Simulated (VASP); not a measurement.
# SnO2 in VASP: a series of runs, part 2 of 2

VASP 6.6.1. Earlier steps stand in the parts before.

**4. Single point, PBE+D3(BJ)**

This run uses another cell than the first one.

Input file INCAR:

```
SYSTEM = SnO2
PREC     = Accurate       ! precision mode
ENCUT    = 520            ! plane-wave cutoff, eV
EDIFF    = 1E-6           ! SCF threshold, eV
ISMEAR   = 0              ! smearing method
SIGMA    = 0.1            ! smearing width, eV
LREAL    = .False.        ! projectors in reciprocal space
LASPH    = .True.         ! aspherical terms in the spheres
NELM     = 100            ! most SCF steps
ALGO     = Normal         ! electronic algorithm
ISIF     = 2              ! what is computed and relaxed
LWAVE    = .False.        ! write WAVECAR
LCHARG   = .False.        ! write CHGCAR
LDIPOL   = .True.       
IDIPOL   = 3            
DIPOL    = 0.5 0.5 0.293
GGA      = PE             ! functional
IVDW     = 12             ! dispersion correction
NBANDS   = 35             ! bands
```

Input file KPOINTS:

```
regular mesh
0
Gamma
  6 6 1
  0 0 0
```

Input file POSCAR:

```
SnO2
1.0
    2.7750985690      0.0000000000      0.0000000000
    0.0000000000      2.7750985690      0.0000000000
    0.0000000000      0.0000000000     35.8088004400
Sn O
2 4
Direct
    0.0000000000      1.0000000000      0.2250932935
    0.0000000000      1.0000000000      0.3613547233
    0.5000000000      0.5000000000      0.2577744674
    0.5000000000      0.5000000000      0.1928804615
    0.5000000000      0.5000000000      0.3935675552
    0.5000000000      0.5000000000      0.3286735494
```

On the command line:

```console
> cat potpaw_PBE.64/Sn_d/POTCAR potpaw_PBE.64/O/POTCAR > POTCAR
> mpirun -np 1 vasp_std > vasp.out
```

Wall time 4.1 min (1 thread of Intel Xeon 8259CL, shared host); peak memory 0.44 GiB.

Results (log left out):

```
Free energy                : -30.9319 eV
Largest force              : 0.783 eV/Å
Band gap on the k mesh     : zero (bands 26 and 27 overlap by 0.68 eV)
Dispersion energy per atom : -0.168 eV
```

Forces in eV/Å, atoms in the order of the input:
```
Sn   0.000  0.000 -0.068
Sn   0.000  0.000  0.068
O    0.000  0.000  0.482
O    0.000  0.000 -0.783
O    0.000  0.000  0.783
O    0.000  0.000 -0.482
```

Levels at points of the mesh, in eV from the Fermi level:
| k point | band 22 | band 23 | band 24 | band 25 | band 26 | band 27 | band 28 | band 29 | band 30 | band 31 |
| --- | --- | --- | --- | --- | --- | --- | --- | --- | --- | --- |
| (0.00, 0.00, 0.00) | -1.37 | -1.37 | -1.28 | -1.28 | -0.93 | -0.65 | 0.06 | 3.84 | 4.32 | 7.15 |
| (0.50, 0.00, 0.00) | -1.55 | -1.36 | -1.29 | -1.00 | -0.16 | 2.95 | 3.19 | 3.88 | 4.13 | 8.66 |
| (0.50, 0.50, 0.00) | -3.18 | -3.18 | -2.54 | -1.25 | -1.17 | -0.70 | 0.02 | 4.73 | 5.17 | 5.27 |

Caveat: the k points lie up to 0.38 Å⁻¹ apart, too coarse for converged energies and pressures of a metal; spin-orbit coupling is left out, which moves the levels of the heavy elements.

**5. Single point, PBE+D3(BJ)**

This run uses another cell than the first one.

Input file INCAR:

```
PREC = Accurate
ENCUT = 520
EDIFF = 1E-7
ISMEAR = 0
SIGMA = 0.1
LREAL = False
LASPH = True
NELM = 100
ALGO = Normal
ISIF = 2
LWAVE = False
LCHARG = False
LDIPOL = True
IDIPOL = 3
DIPOL = 0.5 0.5 0.275
GGA = PE
IVDW = 12
NBANDS = 35
```

Input file KPOINTS:

```
regular mesh
0
Gamma
  6 6 1
```

Input file POSCAR:

```
SnO2
1.0
    2.7980378759      0.0000000000      0.0000000000
    0.0000000000      2.7980378759      0.0000000000
    0.0000000000      0.0000000000     38.1727281784
Sn O
2 4
Direct
    0.0000000000      1.0000000000      0.2063325384
    0.0000000000      1.0000000000      0.3437984321
    0.5000000000      0.5000000000      0.2377134582
    0.5000000000      0.5000000000      0.1752097106
    0.5000000000      0.5000000000      0.3749212599
    0.5000000000      0.5000000000      0.3124175124
```

Potentials or basis: VASP PAW PBE potentials, release 64 (Sn_d, O).

On the command line:

```console
> cat potpaw_PBE.64/Sn_d/POTCAR potpaw_PBE.64/O/POTCAR > POTCAR
> mpirun -np 1 vasp_std > vasp.out
```

OUTCAR:

```text
PREC = Accurate
   ENCUT = 520
   EDIFF = 1E-7
   ISMEAR = 0
   LREAL = False
   LASPH = True
   NELM = 100
   ISIF = 2
   GGA = PE
   IVDW = 12
 IVDW          = 12

 ion  position               nearest neighbor table
   1  0.000  0.000  0.206-   4 2.31   4 2.31   4 2.31   4 2.31   3 2.31   3 2.31   3 2.31   3 2.31

   2  0.000  0.000  0.344-   5 2.31   5 2.31   5 2.31   5 2.31   6 2.31   6 2.31   6 2.31   6 2.31

   3  0.500  0.500  0.238-   1 2.31   1 2.31   1 2.31   1 2.31
   4  0.500  0.500  0.175-   1 2.31   1 2.31   1 2.31   1 2.31
   5  0.500  0.500  0.375-   2 2.31   2 2.31   2 2.31   2 2.31
   6  0.500  0.500  0.312-   2 2.31   2 2.31   2 2.31   2 2.31

  LATTYP: Found a simple tetragonal cell.
 ALAT       =     2.7980378759
 C/A-ratio  =    13.6426774302

  Lattice vectors:

 A1 = (   2.7980378759,   0.0000000000,   0.0000000000)
 A2 = (   0.0000000000,   2.7980378759,   0.0000000000)
 A3 = (   0.0000000000,   0.0000000000,  38.1727281784)

Analysis of symmetry for initial positions (statically):
=====================================================================
 Subroutine PRICEL returns:
 Original cell was already a primitive cell.

 Routine SETGRP: Setting up the symmetry group for a
 simple tetragonal supercell.

 Subroutine GETGRP returns: Found 16 space group operations
 (whereof  8 operations were pure point group operations)
 out of a pool of 16 trial point group operations.

The static configuration has the point symmetry C_4v.
 The point group associated with its full space group is D_4h.

Analysis of symmetry for dynamics (positions and initial velocities):
=====================================================================
 Subroutine PRICEL returns:
 Original cell was already a primitive cell.

 Routine SETGRP: Setting up the symmetry group for a
 simple tetragonal supercell.

 Subroutine GETGRP returns: Found 16 space group operations
 (whereof  8 operations were pure point group operations)
 out of a pool of 16 trial point group operations.

The dynamic configuration has the point symmetry C_4v.
 The point group associated with its full space group is D_4h.

[... 123 lines left out ...]
 Gauss-broadening in eV      SIGMA  =   0.10
  energy-cutoff  :      520.00
  volume of cell :      298.85
 maximum number of plane-waves:      8141
 NGX is ok and might be reduce to    24
   NGX = 11   NGY = 11   NGZ =141

 dipolmoment           0.000000      0.000000     -0.000016 electrons x Angstroem

 number of electron      51.9999990 magnetization

 dipolmoment           0.000000      0.000000      0.000000 electrons x Angstroem

 Free energy of the ion-electron system (eV)
  ---------------------------------------------------
  ext. energy  EPLUGINS =         0.00000000
  ---------------------------------------------------
  free energy    TOTEN  =       -30.11630743 eV

  energy without entropy =      -30.10262048  energy(sigma->0) =      -30.10946396

 E-fermi :  -4.2352     XC(G=0):  -3.0811

 val. band max:       -4.2506025862   @ k =   0.5000   0.3333   0.0000
 cond. band min:      -4.2133841551   @ k =   0.5000   0.5000   0.0000
 fundamental gap:      0.0372184311
 Fermi energy:        -4.2352396855

 k-point     1 :       0.0000    0.0000    0.0000
  band No.  band energies     occupation
      1     -26.5774      2.00000
      2     -26.5774      2.00000
      3     -26.2695      2.00000
      4     -26.2692      2.00000
      5     -25.8020      2.00000
      6     -25.8020      2.00000
[... 369 lines left out ...]
     34       1.1616      0.00000
     35      10.2461      0.00000

------------------------ aborting loop because EDIFF is reached ----------------------------------------

 vacuum level on the upper side and lower side of the slab       (xc-potential included)        -0.007        -0.007

 Edisp (eV)   -0.94151

 E8    (eV) :    -0.3825

  FORCE on cell =-STRESS in cart. coord.  units (eV):
  Direction    XX          YY          ZZ          XY          YZ          ZX
  --------------------------------------------------------------------------------------
  -------------------------------------------------------------------------------------
  Total       0.21344     0.21344     0.17878     0.00000     0.00000     0.00000
  in kB       1.14424     1.14424     0.95847     0.00000     0.00000     0.00000
  external pressure =        1.08 kB  Pullay stress =        0.00 kB

 VOLUME and BASIS-vectors are now :
 -----------------------------------------------------------------------------
  energy-cutoff  :      520.00
  volume of cell :      298.85
      direct lattice vectors                 reciprocal lattice vectors
     2.798037876  0.000000000  0.000000000     0.357393304  0.000000000  0.000000000
     0.000000000  2.798037876  0.000000000     0.000000000  0.357393304  0.000000000
     0.000000000  0.000000000 38.172728178     0.000000000  0.000000000  0.026196713

 POSITION                                       TOTAL-FORCE (eV/Angst)
 -----------------------------------------------------------------------------------
      0.00000      0.00000      7.87628         0.000000      0.000000      0.009452
      0.00000      0.00000     13.12372         0.000000      0.000000     -0.009452
      1.39902      1.39902      9.07417         0.000000      0.000000      0.023810
      1.39902      1.39902      6.68823        -0.000000      0.000000     -0.054108
      1.39902      1.39902     14.31177         0.000000      0.000000      0.054108
      1.39902      1.39902     11.92583         0.000000     -0.000000     -0.023810
 -----------------------------------------------------------------------------------
    total drift:                                0.000000      0.000000     -0.000001

  FREE ENERGIE OF THE ION-ELECTRON SYSTEM (eV)
  ---------------------------------------------------
  free  energy   TOTEN  =       -31.0578142838 eV

  energy  without entropy=      -31.0441273373  energy(sigma->0) =      -31.05097081

 vacuum level on the upper side and lower side of the slab         3.497         3.497
```

stdout:

```text
POSCAR found type information on POSCAR SnO
 POSCAR found :  2 types and       6 ions
 scaLAPACK will be used
 LDA part: xc-table for (Slater+PW92), standard interpolation
 POSCAR, INCAR and KPOINTS ok, starting setup
 FFT: planning ... GRIDC
 FFT: planning ... GRID_SOFT
 FFT: planning ... GRID
 WAVECAR not read
 entering main loop
```

Run time: 4.8 min. Hardware: 1 thread of Intel Xeon 8259CL, shared host; peak memory 0.44 GiB.

Results:

```yaml
Free_energy: -31.0578 eV
Largest_force: 0.054 eV/Å
Band_gap_on_the_k_mesh: zero (bands 26 and 27 overlap by 0.36 eV)
Dispersion_energy_per_atom: -0.157 eV
```

Forces in eV/Å, atoms in the order of the input:
```
Sn   0.000  0.000  0.009
Sn   0.000  0.000 -0.009
O    0.000  0.000  0.024
O    0.000  0.000 -0.054
O    0.000  0.000  0.054
O    0.000  0.000 -0.024
```

Caveat: the k points lie up to 0.37 Å⁻¹ apart; spin-orbit coupling is left out, which moves the levels of the heavy elements.

**6. The runs side by side**

| cell | gap on the mesh (eV) | largest force (eV/Å) |
| --- | --- | --- |
| a = 2.607, b = 2.607, c = 21.000 Å, 6 atoms, atomic positions A | none | 15.97 |
| a = 2.775, b = 2.775, c = 35.809 Å, 6 atoms, atomic positions B | none | 0.78 |
| a = 2.798, b = 2.798, c = 38.173 Å, 6 atoms, atomic positions C | none | 0.05 |

Alike in all rows: task single point; level PBE+D3(BJ); potentials or basis VASP PAW PBE potentials, release 64 (Sn_d, O); no spin polarisation; k mesh 6 × 6 × 1; cutoff (eV) 520; smearing gaussian 0.1 eV.

Caveats: all runs use coarse meshes; spin-orbit coupling is left out, which moves the levels of the heavy elements.

Absolute energies hang on the potentials; compare differences alone.
